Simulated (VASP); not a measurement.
Write the native input for VASP 6.6.1 that does the following.

```
Task                   : single point
Functional             : PBEsol
Potentials or basis    : VASP PAW PBE potentials, release 64 (B, N)
Cutoff                 : 520 eV
k mesh                 : 12 × 12 × 6
Occupations            : fermi-dirac, width 0.02 eV
Spin                   : no spin polarisation
Dipole correction      : no
Further INCAR settings : ALGO = Normal; EDIFF = 1e-06; NBANDS = 16
```

The structure of BN lies in POSCAR:

```
BN
1.0
    2.4832689849      0.0000000000      0.0000000000
   -1.2416344925      2.1505740254      0.0000000000
    0.0000000000      0.0000000000      4.0041088998
B N
2 2
Direct
    0.0000000000      0.0000000000      0.0000000000
    0.0000000000      0.0000000000      0.5000000000
    0.3333333333      0.6666666667      0.2500000000
    0.6666666667      0.3333333333      0.7500000000
```

These files were run (other wordings do the same):

INCAR

```
SYSTEM = BN
  PREC = Accurate
  ENCUT = 520
  EDIFF = 1E-6
  ISMEAR = -1
  SIGMA = 0.02
  LREAL = .False.
  LASPH = .True.
  NELM = 80
  ALGO = Normal
  ISIF = 2
  LWAVE = .False.
  LCHARG = .False.
  GGA = PS
  NBANDS = 16
```

KPOINTS

```
Automatic mesh
0
Gamma
  12 12 6
  0 0 0
```

Potentials or basis: VASP PAW PBE potentials, release 64 (B, N).

The run is started by

```sh
$ cat potpaw_PBE.64/B/POTCAR potpaw_PBE.64/N/POTCAR > POTCAR
$ mpirun -np 1 vasp_std > vasp.out
```

Results of the run:

```json
{
  "Pressure": "0.2 GPa",
  "Band gap on the k mesh": "1.57 eV, indirect (least direct gap 5.30 eV)"
}
```

Caveat: the PAW data sets were made with another functional, which shifts forces and pressure a little.

It took 16 s on 1 thread of Intel(R) Xeon(R) Platinum 8259CL CPU @ 2.50GHz (Skylake/Cascade Lake), on a shared host, peak memory 0.14 GiB.
